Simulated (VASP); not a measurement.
# Rh (Fm-3m) in VASP: single point with PBE

Aim: the single point of Rh with PBE.

Program: VASP 6.6.1. These are calculated values, not measurements. Logs are shortened: lines on timing, memory, paths and dates and some standing lists are left out, and cuts for length are marked.

### 1 The cell of the first run

Symmetry: Fm-3m, No. 225, cubic system. Conventional cell: a = 3.830 Å, b = 3.830 Å, c = 3.830 Å, α = 90.00°, β = 90.00°, γ = 90.00°. Rh (site symmetry m-3m) has 12 Rh at 2.71 Å within 3.6 Å.

### 2 Single point, PBE

The input, INCAR:

```
ALGO = Fast ; EDIFF = 1E-6
ENCUT = 520 ; GGA = PE
ISIF = 2 ; ISMEAR = 0
KPAR = 4 ; LASPH = T
LCHARG = F ; LREAL = F
LWAVE = F ; NBANDS = 86
NELM = 60 ; PREC = Accurate
SIGMA = 0.1
```

The input, KPOINTS:

```
k-points
0
Gamma
  10 10 4
```

The input, POSCAR:

```
Rh
1.0
    3.8299780579      0.0000000000      0.0000000000
   -1.9149890290      4.2820456449      0.0000000000
    0.0000000000      0.0000000000      8.5640912899
Rh
10
Direct
    0.0000000000      0.0000000000      0.0000000000
    0.4000000000      0.8000000000      0.2000000000
    0.2000000000      0.4000000000      0.6000000000
    0.7000000000      0.4000000000      0.1000000000
    0.5000000000      0.0000000000      0.5000000000
    0.9000000000      0.8000000000      0.7000000000
    0.8000000000      0.6000000000      0.4000000000
    0.6000000000      0.2000000000      0.8000000000
    0.1000000000      0.2000000000      0.3000000000
    0.3000000000      0.6000000000      0.9000000000
```

Potentials or basis: VASP PAW PBE potentials, release 64 (Rh_pv).

Started as:

```console
$ cat potpaw_PBE.64/Rh_pv/POTCAR > POTCAR
$ mpirun -np 4 vasp_std > vasp.out
```

OUTCAR:

```text
EDIFF = 1E-6
   ENCUT = 520
   GGA = PE
   ISIF = 2
   ISMEAR = 0
   LASPH = T
   LREAL = F
   NELM = 60
   PREC = Accurate

 ion  position               nearest neighbor table
   1  0.000  0.000  0.000-   4 2.71  10 2.71   4 2.71  10 2.71   2 2.71   8 2.71  10 2.71   4 2.71
                             2 2.71   8 2.71   6 2.71   9 2.71
   2  0.400  0.800  0.200-   4 2.71   9 2.71   9 2.71   4 2.71   7 2.71   1 2.71   9 2.71   4 2.71
                             7 2.71   1 2.71   5 2.71  10 2.71
   3  0.200  0.400  0.600-   6 2.71   5 2.71   6 2.71   5 2.71   8 2.71   7 2.71   5 2.71   6 2.71
                             8 2.71   7 2.71  10 2.71   9 2.71
   4  0.700  0.400  0.100-   2 2.71   1 2.71   2 2.71   1 2.71   9 2.71  10 2.71   1 2.71   2 2.71
                             9 2.71  10 2.71   7 2.71   8 2.71
   5  0.500  0.000  0.500-   3 2.71   7 2.71   3 2.71   7 2.71   6 2.71   9 2.71   7 2.71   3 2.71
                             9 2.71   6 2.71   2 2.71   8 2.71
   6  0.900  0.800  0.700-   3 2.71   8 2.71   8 2.71   3 2.71  10 2.71   5 2.71   8 2.71   3 2.71
                            10 2.71   5 2.71   1 2.71   7 2.71
   7  0.800  0.600  0.400-   9 2.71   5 2.71   5 2.71   9 2.71   2 2.71   3 2.71   5 2.71   9 2.71
                             2 2.71   3 2.71   4 2.71   6 2.71
   8  0.600  0.200  0.800-  10 2.71   6 2.71   6 2.71  10 2.71   3 2.71   1 2.71   6 2.71  10 2.71
                             3 2.71   1 2.71   5 2.71   4 2.71
   9  0.100  0.200  0.300-   7 2.71   2 2.71   2 2.71   7 2.71   4 2.71   5 2.71   2 2.71   7 2.71
                             4 2.71   5 2.71   1 2.71   3 2.71
  10  0.300  0.600  0.900-   8 2.71   1 2.71   1 2.71   8 2.71   6 2.71   4 2.71   1 2.71   8 2.71
                             6 2.71   4 2.71   3 2.71   2 2.71

  LATTYP: Found a base centered orthorhombic cell.
 ALAT       =     3.8299780579
 B/A-ratio  =     2.2360679775
 C/A-ratio  =     2.2360679775

  Lattice vectors:

 A1 = (   1.9149890290,  -4.2820456449,   0.0000000000)
 A2 = (   1.9149890289,   4.2820456449,   0.0000000000)
 A3 = (   0.0000000000,   0.0000000000,   8.5640912899)

Analysis of symmetry for initial positions (statically):
=====================================================================
 Subroutine PRICEL returns following result:

  LATTYP: Found a face centered cubic cell.
 ALAT       =     3.8299780579

  Lattice vectors:

 A1 = (   0.0000000000,  -2.5692273869,   0.8564091290)
 A2 = (  -1.9149890289,  -0.8564091290,   1.7128182580)
 A3 = (  -1.9149890289,  -1.7128182580,  -0.8564091290)

  10 primitive cells build up your supercell.

 Routine SETGRP: Setting up the symmetry group for a
 base centered orthorhombic supercell.

 Subroutine GETGRP returns: Found  4 space group operations
 (whereof  4 operations were pure point group operations)
 out of a pool of  8 trial point group operations.

The static configuration has the point symmetry C_2h.

Analysis of symmetry for dynamics (positions and initial velocities):
=====================================================================
 Subroutine PRICEL returns following result:

  LATTYP: Found a face centered cubic cell.
 ALAT       =     3.8299780579

  Lattice vectors:

 A1 = (   0.0000000000,  -2.5692273869,   0.8564091290)
 A2 = (  -1.9149890289,  -0.8564091290,   1.7128182580)
 A3 = (  -1.9149890289,  -1.7128182580,  -0.8564091290)

  10 primitive cells build up your supercell.

 Routine SETGRP: Setting up the symmetry group for a
 base centered orthorhombic supercell.

 Subroutine GETGRP returns: Found  4 space group operations
 (whereof  4 operations were pure point group operations)
 out of a pool of  8 trial point group operations.

The dynamic configuration has the point symmetry C_2h.

 Subroutine INISYM returns: Found  4 space group operations
 (whereof  4 operations are pure point group operations),
 and found    10 'primitive' translations

----------------------------------------------------------------------------------------

                                     Primitive cell

  volume of cell :      14.0452

  direct lattice vectors                    reciprocal lattice vectors
     0.000000000 -2.569227387  0.856409129     0.261098102 -0.350299862  0.116766621
    -1.914989029 -0.856409129  1.712818258    -0.261098102  0.116766621  0.350299862
    -1.914989029 -1.712818258 -0.856409129    -0.261098102 -0.116766621 -0.350299862

  length of vectors
     2.708203457  2.708203457  2.708203457     0.452235178  0.452235178  0.452235178

  position of ions in fractional coordinates (direct lattice)
     0.000000000  0.000000000  0.000000000

  ion indices of the primitive-cell ions
   primitive index   ion index
                 1           1

----------------------------------------------------------------------------------------

 KPOINTS: k-points

Automatic generation of k-mesh.
 Grid dimensions read from file:
 generate k-points for:   10   10    4

 Generating k-lattice:

  Cartesian coordinates                     Fractional coordinates (reciprocal lattice)
     0.026109810  0.011676662  0.000000000     0.100000000  0.000000000  0.000000000
     0.000000000  0.023353324  0.000000000     0.000000000  0.100000000  0.000000000
     0.000000000  0.000000000  0.029191655     0.000000000  0.000000000  0.250000000

  Length of vectors
     0.028601864  0.023353324  0.029191655

  Shift w.r.t. Gamma in fractional coordinates (k-lattice)
     0.000000000  0.000000000  0.000000000

 Subroutine IBZKPT returns following result:
 ===========================================

 Found    117 irreducible k-points:

 Following reciprocal coordinates:
            Coordinates               Weight
  0.000000  0.000000  0.000000      1.000000
  0.100000  0.000000  0.000000      4.000000
  0.200000  0.000000  0.000000      4.000000
  0.300000  0.000000  0.000000      4.000000
  0.400000  0.000000  0.000000      4.000000
  0.500000  0.000000  0.000000      2.000000
[... 16 lines left out ...]
  0.000000  0.300000  0.000000      2.000000
  0.100000  0.300000  0.000000      4.000000
 [... further k-points ...]
   k-points           NKPTS =    117   k-points in BZ     NKDIM =    117   number of bands    NBANDS=     86
   number of dos      NEDOS =    301   number of ions     NIONS =     10
   total plane-waves  NPLWV =  64512
   dimension x,y,z NGX =    28 NGY =   36 NGZ =   64
   dimension x,y,z NGXF=    56 NGYF=   72 NGZF=  128
   ions per type =              10
   NGX,Y,Z   is equivalent  to a cutoff of  12.15, 12.76, 12.42 a.u.
   NGXF,Y,Z  is equivalent  to a cutoff of  24.31, 25.52, 24.85 a.u.
 SYSTEM =  unknown system
   PREC   = accura    normal or accurate (medium, high low for compatibility)
   ISTART =      0    job   : 0-new  1-cont  2-samecut
   ICHARG =      2    charge: 1-file 2-atom 10-const
   ISPIN  =      1    spin polarized calculation?
   LNONCOLLINEAR =      F non collinear calculations
   LSORBIT =      F    spin-orbit coupling
   LASPH  =      T    aspherical Exc in radial PAW
   ENCUT  =  520.0 eV  38.22 Ry    6.18 a.u.   7.12  8.72 15.92*2*pi/ulx,y,z
   NELM   =     60;   NELMIN=  2; NELMDL= -5     # of ELM steps
   EDIFF  = 0.1E-05   stopping-criterion for ELM
   LREAL  =      F    real-space projection
   EDIFFG = 0.1E-04   stopping-criterion for IOM
   NSW    =      0    number of steps for IOM
   IBRION =     -1    ionic relax: 0-MD 1-quasi-New 2-CG
   NFREE  =      0    steps in history (QN), initial steepest desc. (CG)
   ISIF   =      2    stress and relaxation
   ISYM   =      2    0-nonsym 1-usesym 2-fastsym
   POTIM  = 0.5000    time-step for ionic-motion
   TEBEG  =    0.0;   TEEND  =   0.0 temperature during run
   PSTRESS=    0.0 pullay stress
   NELECT =     150.0000    total number of electrons
   NUPDOWN=      -1.0000    fix difference up-down
   EMIN   =  10.00;   EMAX   =-10.00  energy-range for DOS
   EFERMI =   0.00;   METHOD = LEGACY
   ISMEAR =     0;   SIGMA  =   0.10  broadening in eV -4-tet -1-fermi 0-gaus
   EFERMI_NEDOS =   21; number of points for ismear=-14 and -15
   IALGO  =     68    algorithm
   IMIX   =      4    mixing-type and parameters
     AMIX     =   0.40;   BMIX     =  1.00
     AMIX_MAG =   1.60;   BMIX_MAG =  1.00
  volume/ion in A,a.u.               =      14.05        94.78
  Fermi-wavevector in a.u.,A,eV,Ry     =   1.673384  3.162237 38.099227  2.800214
  Thomas-Fermi vector in A             =   2.758365
   LORBIT       =      0    0 simple, 1 ext, 2 COOP (PROOUT), +10 PAW based schemes
   GGA     = PE    functional components
   LHFCALC =     F    Hartree Fock is set to
   AEXX    =    0.0000 exact exchange contribution
   IVDW    =     0    specifies the selected vdW correction
   LEPSILON=     F    determine dielectric tensor
   LRPA    =     F    only Hartree local field effects (RPA)
 non-spin polarized calculation
 RMM-DIIS sequential band-by-band and
 Gauss-broadening in eV      SIGMA  =   0.10
  energy-cutoff  :      520.00
  volume of cell :      140.45
 maximum number of plane-waves:      3809
   NGX = 15   NGY = 17   NGZ = 31

 number of electron     150.0000006 magnetization

 Free energy of the ion-electron system (eV)
  ---------------------------------------------------
  ext. energy  EPLUGINS =         0.00000000
  ---------------------------------------------------
  free energy    TOTEN  =       -72.60642520 eV

  energy without entropy =      -72.53222636  energy(sigma->0) =      -72.56932578

 E-fermi :  11.5076     XC(G=0): -13.8948

 val. band max:       11.5062455757   @ k =   0.4000   0.1000   0.0000
 cond. band min:      11.5076625234   @ k =   0.0000   0.2000   0.0000
 fundamental gap:      0.0014169477
 Fermi energy:        11.5076337115

 k-point     1 :       0.0000    0.0000    0.0000
  band No.  band energies     occupation
      1     -35.4701      2.00000
      2     -35.3464      2.00000
      3     -35.3464      2.00000
      4     -35.3451      2.00000
      5     -35.3451      2.00000
      6     -35.3028      2.00000
[... 2125 lines left out ...]
     85      13.4847      0.00000
     86      14.4868      0.00000

 [... further k-points ...]

------------------------ aborting loop because EDIFF is reached ----------------------------------------

  FORCE on cell =-STRESS in cart. coord.  units (eV):
  Direction    XX          YY          ZZ          XY          YZ          ZX
  --------------------------------------------------------------------------------------
  -------------------------------------------------------------------------------------
  Total        0.1112185      0.0377621     -0.0086037     -0.0000000     -0.0178538      0.0000000
  in kB        1.2686993      0.4307628     -0.0981446     -0.0000000     -0.2036630      0.0000000
  external PRESSURE =       0.5337725 kB  Pullay stress =       0.0000000 kB

 VOLUME and BASIS-vectors are now :
 -----------------------------------------------------------------------------
  energy-cutoff  :      520.00
  volume of cell :      140.45
      direct lattice vectors                 reciprocal lattice vectors
     3.829978058  0.000000000  0.000000000     0.261098102  0.116766621  0.000000000
    -1.914989029  4.282045645  0.000000000     0.000000000  0.233533242  0.000000000
     0.000000000  0.000000000  8.564091290     0.000000000  0.000000000  0.116766621

 POSITION                                       TOTAL-FORCE (eV/Angst)
 -----------------------------------------------------------------------------------
      0.00000      0.00000      0.00000        -0.000000     -0.000000     -0.000000
     -0.00000      3.42564      1.71282         0.000000     -0.000000     -0.000000
     -0.00000      1.71282      5.13845        -0.000000      0.000000      0.000000
      1.91499      1.71282      0.85641        -0.000000     -0.000000      0.000000
      1.91499      0.00000      4.28205        -0.000000      0.000000      0.000000
      1.91499      3.42564      5.99486        -0.000000     -0.000000     -0.000000
      1.91499      2.56923      3.42564         0.000000     -0.000000     -0.000000
      1.91499      0.85641      6.85127         0.000000      0.000000     -0.000000
     -0.00000      0.85641      2.56923         0.000000      0.000000      0.000000
     -0.00000      2.56923      7.70768         0.000000     -0.000000     -0.000000
 -----------------------------------------------------------------------------------
    total drift:                                0.000000      0.000000      0.000000

  FREE ENERGIE OF THE ION-ELECTRON SYSTEM (eV)
  ---------------------------------------------------
  free  energy   TOTEN  =       -72.6064252006 eV

  energy  without entropy=      -72.5322263591  energy(sigma->0) =      -72.56932578
```

Wall time 5.9 min (4 MPI ranks of Intel Xeon Platinum 8375C at 2.90GHz (Ice Lake), shared host); peak memory 0.88 GiB.

Results:

```
Free energy            : -72.6064 eV
Pressure               : 0.1 GPa
Band gap on the k mesh : zero (bands 75 and 76 overlap by 0.94 eV)
```

Levels at points of the mesh, in eV from the Fermi level:
```tsv
k point	band 71	band 72	band 73	band 74	band 75	band 76	band 77	band 78	band 79	band 80
(0.00, 0.00, 0.00)	-0.89	-0.89	-0.12	-0.12	0.37	0.37	0.37	0.37	0.39	0.39
(0.50, 0.00, 0.00)	-1.05	-1.05	-0.58	-0.58	0.18	0.18	0.34	0.34	0.35	0.35
(0.00, 0.50, 0.00)	-0.59	-0.59	-0.12	-0.12	0.39	0.39	0.52	0.52	0.95	0.95
(0.00, 0.00, 0.50)	-0.85	-0.85	-0.81	-0.81	-0.07	-0.07	0.07	0.07	0.80	0.80
(0.50, 0.00, 0.50)	-0.77	-0.77	0.00	0.00	0.00	0.00	0.55	0.55	0.55	0.55
(0.00, 0.50, 0.50)	-0.26	-0.26	-0.19	-0.19	-0.06	-0.06	0.34	0.34	0.39	0.39
```
